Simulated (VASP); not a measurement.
Here is a VASP 6.6.1 calculation.

Contents of INCAR:

```
ALGO = Normal ; EDIFF = 1E-6
ENCUT = 520 ; GGA = PE
ISIF = 2 ; ISMEAR = 0
LASPH = True ; LCHARG = False
LREAL = False ; LWAVE = False
NBANDS = 16 ; NELM = 100
PREC = Accurate ; SIGMA = 0.1
```

The input KPOINTS:

```
k-points
0
Gamma
  10 10 4
```

POSCAR

```
C
1.0
    1.2159619696     -2.1479622876      0.0091232276
    1.2232502972      2.1521701653     -0.0413730204
   -0.0941886657     -0.0851463517      7.1476530721
C
4
Direct
    0.1034933285      0.9456230676      0.7488005552
    0.5908149738      0.4138432831      0.2394105085
    0.9242568809      0.0859987362      0.2421136921
    0.4285181549      0.5893271320      0.7486182121
```

Potentials or basis: VASP PAW PBE potentials, release 64 (C).

Launch:

```bash
$ cat potpaw_PBE.64/C/POTCAR > POTCAR
$ mpirun -np 1 vasp_std > vasp.out
```

**Question.** Predict the largest force.

**Answer.** 2.971 eV/Å.

**Question.** What does it give for the pressure?

**Answer.** 3.3 GPa.

Stress tensor (GPa, compression positive):
```
12.94  0.37 -0.09
 0.37 -4.81 -0.01
-0.09 -0.01  1.84
```

Caveat: the stress differs along the axes, from -5 to 13 GPa; this functional lacks dispersion, which binds layers or chains, so the pressure and a relaxed spacing across them are unreliable; forces of over 1 eV/Å act on the atoms, so gaps and moduli don't describe the material at rest.
